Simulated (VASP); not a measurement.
# Cr (Im-3m) in VASP: a series of runs, part 2 of 2

VASP 6.6.1. Earlier steps stand in the parts before.

### Step 5. Single point, LDA

File INCAR:

```
SYSTEM = Cr
  ALGO = Normal
  EDIFF = 1E-6
  ENCUT = 500
  GGA_COMPAT = .FALSE.
  ISIF = 2
  ISMEAR = -1
  LASPH = .TRUE.
  LCHARG = .FALSE.
  LREAL = .FALSE.
  LWAVE = .FALSE.
  NBANDS = 12
  NELM = 120
  PREC = Accurate
  SIGMA = 0.1
```

File KPOINTS:

```
k-points
0
G
  16 16 16
  0 0 0
```

File POSCAR:

```
Cr
1.0
   -1.3942485114      1.3942485114      1.3942485114
    1.3942485114     -1.3942485114      1.3942485114
    1.3942485114      1.3942485114     -1.3942485114
Cr
1
Direct
    0.0000000000      0.0000000000      0.0000000000
```

Potentials or basis: VASP PAW LDA potentials, release 64 (Cr_pv).

Launch:

```sh
> cat potpaw_LDA.64/Cr_pv/POTCAR > POTCAR
> mpirun -np 1 vasp_std > vasp.out
```

OUTCAR:

```text
SYSTEM = Cr
   EDIFF = 1E-6
   ENCUT = 500
   ISIF = 2
   ISMEAR = -1
   LASPH = .TRUE.
   LREAL = .FALSE.
   NELM = 120
   PREC = Accurate

 ion  position               nearest neighbor table
   1  0.000  0.000  0.000-

  LATTYP: Found a body centered cubic cell.
 ALAT       =     2.7884970228

  Lattice vectors:

 A1 = (  -1.3942485114,   1.3942485114,   1.3942485114)
 A2 = (   1.3942485114,  -1.3942485114,   1.3942485114)
 A3 = (   1.3942485114,   1.3942485114,  -1.3942485114)

Analysis of symmetry for initial positions (statically):
=====================================================================
 Subroutine PRICEL returns:
 Original cell was already a primitive cell.

 Routine SETGRP: Setting up the symmetry group for a
 body centered cubic supercell.

 Subroutine GETGRP returns: Found 48 space group operations
 (whereof 48 operations were pure point group operations)
 out of a pool of 48 trial point group operations.

The static configuration has the point symmetry O_h .

Analysis of symmetry for dynamics (positions and initial velocities):
=====================================================================
 Subroutine PRICEL returns:
 Original cell was already a primitive cell.

[... 168 lines left out ...]
      7      10.7267      1.99989
      8      12.9056      0.00001
      9      12.9056      0.00001
     10      17.1216      0.00000
     11      34.5532      0.00000
     12      34.5532      0.00000
[... 331 lines left out ...]
 k-point    24 :       0.2500    0.1875    0.0000
  band No.  band energies     occupation
      1     -31.4098      2.00000
      2     -30.8737      2.00000
      3     -30.6071      2.00000
      4       7.8063      2.00000
      5       9.3002      2.00000
      6      10.0173      2.00000
      7      12.5572      0.00042
      8      13.4087      0.00000
      9      15.2783      0.00000
     10      17.1210      0.00000
     11      26.2909      0.00000
     12      27.9214      0.00000

 [... further k-points ...]

------------------------ aborting loop because EDIFF is reached ----------------------------------------

  FORCE on cell =-STRESS in cart. coord.  units (eV):
  Direction    XX          YY          ZZ          XY          YZ          ZX
  --------------------------------------------------------------------------------------
  -------------------------------------------------------------------------------------
  Total        0.0022639      0.0022639      0.0022639     -0.0000000     -0.0000000      0.0000000
  in kB        0.3345721      0.3345721      0.3345721     -0.0000000     -0.0000000      0.0000000
  external PRESSURE =       0.3345721 kB  Pullay stress =       0.0000000 kB

 VOLUME and BASIS-vectors are now :
 -----------------------------------------------------------------------------
  energy-cutoff  :      500.00
  volume of cell :       10.84
      direct lattice vectors                 reciprocal lattice vectors
    -1.394248511  1.394248511  1.394248511     0.000000000  0.358616126  0.358616126
     1.394248511 -1.394248511  1.394248511     0.358616126  0.000000000  0.358616126
     1.394248511  1.394248511 -1.394248511     0.358616126  0.358616126  0.000000000

 POSITION                                       TOTAL-FORCE (eV/Angst)
 -----------------------------------------------------------------------------------
      0.00000      0.00000      0.00000        -0.000000     -0.000000     -0.000000
 -----------------------------------------------------------------------------------
    total drift:                                0.000000      0.000000      0.000000

  FREE ENERGIE OF THE ION-ELECTRON SYSTEM (eV)
  ---------------------------------------------------
  free  energy   TOTEN  =       -10.6413347143 eV

  energy  without entropy=      -10.6188310809  energy(sigma->0) =      -10.63008290
```

OSZICAR:

```text
N       E                     dE             d eps       ncg     rms          rms(c)
DAV:   1     0.762181009735E+02    0.76218E+02   -0.68961E+03  3504   0.117E+03
DAV:   2    -0.111934288301E+02   -0.87412E+02   -0.84066E+02  3556   0.292E+02
DAV:   3    -0.122979307014E+02   -0.11045E+01   -0.10995E+01  3776   0.396E+01
DAV:   4    -0.123032928202E+02   -0.53621E-02   -0.53620E-02  3740   0.277E+00
DAV:   5    -0.123033554253E+02   -0.62605E-04   -0.62603E-04  3740   0.274E-01    0.119E+01
DAV:   6    -0.106830210300E+02    0.16203E+01   -0.41077E+00  3628   0.348E+01    0.146E+00
DAV:   7    -0.106559522839E+02    0.27069E-01   -0.48760E-02  3544   0.304E+00    0.793E-01
DAV:   8    -0.106413242751E+02    0.14628E-01   -0.37270E-03  3772   0.990E-01    0.875E-02
DAV:   9    -0.106413320587E+02   -0.77835E-05   -0.42090E-04  3516   0.328E-01    0.177E-02
DAV:  10    -0.106413344821E+02   -0.24235E-05   -0.10436E-05  3836   0.574E-02    0.526E-03
DAV:  11    -0.106413347143E+02   -0.23214E-06   -0.31519E-07  1968   0.780E-03
   1 F= -.10641335E+02 E0= -.10630083E+02  d E =-.225036E-01
```

stdout:

```text
POSCAR found type information on POSCAR Cr
 POSCAR found :  1 types and       1 ions
 scaLAPACK will be used
 LDA part: xc-table for (Slater(with rela. corr.)+CA(PZ))
 , standard interpolation
 POSCAR, INCAR and KPOINTS ok, starting setup
 FFT: planning ... GRIDC
 FFT: planning ... GRID_SOFT
 FFT: planning ... GRID
 WAVECAR not read
 entering main loop
```

Wall time 26 s (1 thread of Intel Xeon 8259CL, shared host); peak memory 0.12 GiB.

Results:

```yaml
Free_energy: -10.6413 eV
Pressure: 0.0 GPa
Band_gap_on_the_k_mesh: zero (band 6 reaches 14.43 eV, above the bottom of band 7 at 10.73 eV)
```

Levels at points of the mesh, in eV from the Fermi level:
```tsv
k point	band 3	band 4	band 5	band 6	band 7	band 8	band 9	band 10
(0.00, 0.00, 0.00)	-42.22	-7.98	-0.98	-0.98	-0.98	1.19	1.19	5.41
(0.50, 0.00, 0.00)	-42.23	-4.75	-2.68	1.23	1.40	1.58	3.16	5.41
(0.50, 0.50, 0.50)	-43.00	-4.74	-4.74	2.72	2.72	2.72	5.41	11.23
```

Caveat: the run has no spin polarisation, though such a crystal can be magnetic. Spin polarisation is off, so any magnetic state and its effect on volume and gap are missing.

### Step 6. Single point, LDA

File INCAR:

```
PREC = Accurate
ENCUT = 500
EDIFF = 1E-6
ISMEAR = 0
SIGMA = 0.01
LREAL = F
LASPH = T
NELM = 120
ALGO = Normal
ISIF = 2
LWAVE = F
LCHARG = F
NBANDS = 12
GGA_COMPAT = F
```

File KPOINTS:

```
Automatic mesh
0
Gamma
  16 16 16
```

POSCAR is that of step 5.

Potentials or basis: VASP PAW LDA potentials, release 64 (Cr_pv).

Launch:

```sh
> cat potpaw_LDA.64/Cr_pv/POTCAR > POTCAR
> mpirun -np 1 vasp_std > vasp.out
```

Wall time 26 s (1 thread of Intel Xeon 8259CL, shared host); peak memory 0.13 GiB.

It converged, with:

- Free energy: -10.6294 eV
- Pressure: 0.0 GPa
- Band gap on the k mesh: zero (band 6 reaches 14.42 eV, above the bottom of band 7 at 10.72 eV)

Levels at points of the mesh, in eV from the Fermi level:
```
           k point  band 3  band 4  band 5  band 6  band 7  band 8  band 9  band 10
(0.00, 0.00, 0.00)  -42.19   -7.94   -0.95   -0.95   -0.95    1.23    1.23     5.43
(0.50, 0.00, 0.00)  -42.20   -4.71   -2.65    1.26    1.44    1.61    3.18     5.43
(0.50, 0.50, 0.50)  -42.97   -4.71   -4.71    2.75    2.75    2.75    5.43    11.27
```

Caveat: the run has no spin polarisation, though such a crystal can be magnetic. Spin polarisation is off, so any magnetic state and its effect on volume and gap are missing.

### Step 7. Summary

| k mesh | smearing | gap on the mesh (eV) | pressure (GPa) |
| --- | --- | --- | --- |
| 10 × 10 × 10 | fermi-dirac 0.1 eV | none | 0.4 |
| 13 × 13 × 13 | fermi-dirac 0.1 eV | none | 0.1 |
| 16 × 16 × 16 | fermi-dirac 0.1 eV | none | 0.0 |
| 16 × 16 × 16 | gaussian 0.01 eV | none | 0.0 |

Alike in all rows: task single point; level LDA; potentials or basis VASP PAW LDA potentials, release 64 (Cr_pv); no spin polarisation; cell as given; cutoff (eV) 500.

Every run on the cell as given and a fine mesh finds a metal.

Caveats: the run has no spin polarisation, though such a crystal can be magnetic.

Total energies depend on the potentials used, so only differences within one code and one set of settings carry meaning.
